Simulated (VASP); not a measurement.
A run of VASP 6.6.1 is set up as follows.

The input INCAR:

```
ALGO = Normal ; EDIFF = 1E-7
ENCUT = 520 ; GGA = PE
ISIF = 2 ; ISMEAR = 0
LASPH = T ; LCHARG = T
LELF = T ; LREAL = F
LVHAR = T ; LWAVE = F
NBANDS = 46 ; NELM = 100
PREC = Accurate ; SIGMA = 0.1
```

The input KPOINTS:

```
k-points
0
Gamma
  6 6 6
```

Contents of POSCAR:

```
Zn3CuS4
1.0
    5.1631700577      0.0000000000      0.0000000000
    0.0000000000      5.1631700577      0.0000000000
    0.0000000000      0.0000000000      5.1631700577
Zn Cu S
3 1 4
Direct
    0.5000000000      0.5000000000      0.0000000000
    0.5000000000      0.0000000000      0.5000000000
    0.0000000000      0.5000000000      0.5000000000
    0.0000000000      0.0000000000      0.0000000000
    0.7541812537      0.7541812537      0.2458187463
    0.7541812537      0.2458187463      0.7541812537
    0.2458187463      0.7541812537      0.7541812537
    0.2458187463      0.2458187463      0.2458187463
```

Potentials or basis: VASP PAW PBE potentials, release 64 (Zn, Cu, S).

Launch:

```sh
$ cat potpaw_PBE.64/Zn/POTCAR potpaw_PBE.64/Cu/POTCAR potpaw_PBE.64/S/POTCAR > POTCAR
$ mpirun -np 1 vasp_std > vasp.out
```

Question: Estimate the largest force.

Answer: 0.010 eV/Å.

Question: What does it give for the pressure?

Answer: 12.3 GPa.

Forces in eV/Å, atoms in the order of the input:
```
Zn   0.000  0.000  0.000
Zn   0.000  0.000  0.000
Zn   0.000  0.000  0.000
Cu   0.000  0.000  0.000
S    0.006  0.006 -0.006
S    0.006 -0.006  0.006
S   -0.006  0.006  0.006
S   -0.006 -0.006 -0.006
```
